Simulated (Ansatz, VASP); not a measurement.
## Two plane-wave programs on NaF

INCAR

```
SYSTEM = NaF
  PREC = Accurate
  ENCUT = 600
  EDIFF = 1E-6
  ISMEAR = 0
  SIGMA = 0.01
  LREAL = .FALSE.
  LASPH = .TRUE.
  NELM = 200
  ALGO = Normal
  ISIF = 2
  LWAVE = .FALSE.
  LCHARG = .FALSE.
  ISPIN = 2
  MAGMOM = 0 0
  LORBIT = 11
  GGA = PS
  NBANDS = 18
  GGA_COMPAT = .FALSE.
```

KPOINTS

```
Automatic mesh
0
G
  8 8 8
  0 0 0
```

The input POSCAR:

```
NaF
1.0
    0.0000000000      2.2858943317      2.2858943317
    2.2858943317      0.0000000000      2.2858943317
    2.2858943317      2.2858943317      0.0000000000
Na F
1 1
Direct
    0.0000000000      0.0000000000      0.0000000000
    0.5000000000      0.5000000000      0.5000000000
```

Input for Ansatz:

```yaml
crystal:
  lattice:
    - [0.0, 2.2858943317, 2.2858943317]
    - [2.2858943317, 0.0, 2.2858943317]
    - [2.2858943317, 2.2858943317, 0.0]
  atoms:
    - { symbol: Na, position: [0.0, 0.0, 0.0] }
    - { symbol: F, position: [0.5, 0.5, 0.5] }
basis:
  ecutwfc: 420
  xc_grid: 3
kpoints:
  mp_grid: { grid: [8, 8, 8] }
hamiltonian:
  xc: pbesol
scf:
  occupations: { method: fixed }
output:
  forces: true
  stress: true
  eigenvalues: true
magnetization:
  spin_polarized: true
```

Alike in both runs: task single point; functional PBEsol; k mesh 8 × 8 × 8; collinear spin.

|  | VASP | Ansatz |
| --- | --- | --- |
| version | VASP 6.6.1 | Ansatz 0.2.0 |
| potentials or method | VASP PAW PBE potentials, release 64 (Na_pv, F), cutoff 600 eV | scalar-relativistic, plane waves, PAW |
| occupations | gaussian, width 0.01 eV | fixed |
| valence electrons in the cell | 14 | 16 |

Ansatz gave:

- gap on the k mesh at the Fermi level (eV): 6.40
- least direct gap on the mesh (eV): 6.40
- pressure (GPa): 2.0
- net moment per atom (μB): 0.00

Estimate VASP's values.

gap on the k mesh at the Fermi level (eV): 6.38; least direct gap on the mesh (eV): 6.38; pressure (GPa): 1.9; net moment per atom (μB): 0.00.

VASP's potentials were made for PBE, not for PBEsol. VASP's potentials hold 14 valence electrons a cell and Ansatz's 16, so a difference there can come from the potentials and not from the codes. Ansatz's warnings: no starting moments.
